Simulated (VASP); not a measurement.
SiC:

```
Si C
1.0
     3.09500    0.00000    0.00000
    -1.54750    2.68035    0.00000
     0.00000    0.00000   15.17000
Si C
6 6
Direct
  0.66667 0.33333 0.45830
  0.33333 0.66667 0.95830
  0.66667 0.33333 0.79170
  0.33333 0.66667 0.29170
  0.00000 0.00000 0.62500
  0.00000 0.00000 0.12500
  0.66667 0.33333 0.33330
  0.33333 0.66667 0.83330
  0.66667 0.33333 0.66670
  0.33333 0.66667 0.16670
  0.00000 0.00000 0.50000
  0.00000 0.00000 0.00000
```

Program: VASP 6.6.1. Alike in all runs: task single point; potentials or basis VASP PAW PBE potentials, release 64 (Si, C); no spin polarisation; cell as given; cutoff (eV) 520; smearing fermi-dirac 0.05 eV.

Problem. Order these runs on this cell by their pressure, lowest first.
A. level PBE; k mesh 6 × 6 × 1
B. level revPBE+D4; k mesh 10 × 10 × 2
C. level PBE+D4; k mesh 10 × 10 × 2

Solution. B (-6.5 GPa), C (-3.9 GPa), A (0.2 GPa).

Caveats: the cell stands under tension (at least some runs); the PAW data sets were made with another functional, which shifts forces and pressure a little (at least some runs).
